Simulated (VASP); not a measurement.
CaAl6C: single point with PBE

CaAl6C:

```xyz
8
Lattice="3.9623 2.2877 2.5637 -3.9623 2.2877 2.5637 0.0000 -4.5753 2.5637" Properties=species:S:1:pos:R:3 pbc="T T T"
Ca    0.0000    0.0000    0.0000
Al    0.7417    1.6553    4.9165
Al    1.0627   -1.4700    4.9165
Al   -1.8044   -0.1853    4.9165
Al   -0.7417   -1.6553    2.7746
Al   -1.0627    1.4700    2.7746
Al    1.8044    0.1853    2.7746
C     0.0000    0.0000    3.8456
```

- Program: VASP 6.6.1
- Task: single point
- Functional: PBE
- Potentials or basis: VASP PAW PBE potentials, release 64 (Ca_sv, Al, C)
- Cutoff: 520 eV
- k mesh: 6 × 6 × 6
- Occupations: gaussian, width 0.1 eV
- Spin: no spin polarisation

The pressure is 0.0 GPa, the largest force is 0.008 eV/Å and the band gap on the k mesh is zero (band 16 reaches 7.25 eV, above the bottom of band 17 at 6.11 eV).

Forces on the atoms (eV/Å):
```
Ca   0.000  0.000  0.000
Al   0.001 -0.006 -0.005
Al  -0.006  0.002 -0.005
Al   0.005  0.004 -0.005
Al  -0.001  0.006  0.005
Al   0.006 -0.002  0.005
Al  -0.005 -0.004  0.005
C    0.000  0.000  0.000
```

Levels at points of the mesh, in eV from the Fermi level:
| k point | band 13 | band 14 | band 15 | band 16 | band 17 | band 18 | band 19 | band 20 |
| --- | --- | --- | --- | --- | --- | --- | --- | --- |
| (0.00, 0.00, 0.00) | -1.71 | -1.40 | -1.40 | -0.90 | 0.43 | 0.78 | 0.80 | 2.07 |
| (0.50, 0.00, 0.00) | -2.14 | -1.54 | -1.19 | -0.45 | 0.06 | 0.10 | 1.60 | 1.85 |
| (0.50, 0.50, 0.00) | -2.37 | -1.13 | -0.89 | -0.41 | 0.12 | 1.49 | 1.64 | 1.77 |
| (0.50, 0.50, 0.50) | -1.90 | -1.90 | -0.60 | -0.15 | 2.34 | 2.34 | 2.83 | 2.83 |

It took 93 s on 1 thread of Intel(R) Xeon(R) 6975P-C (Granite Rapids) (shared host), peak memory 0.32 GiB.
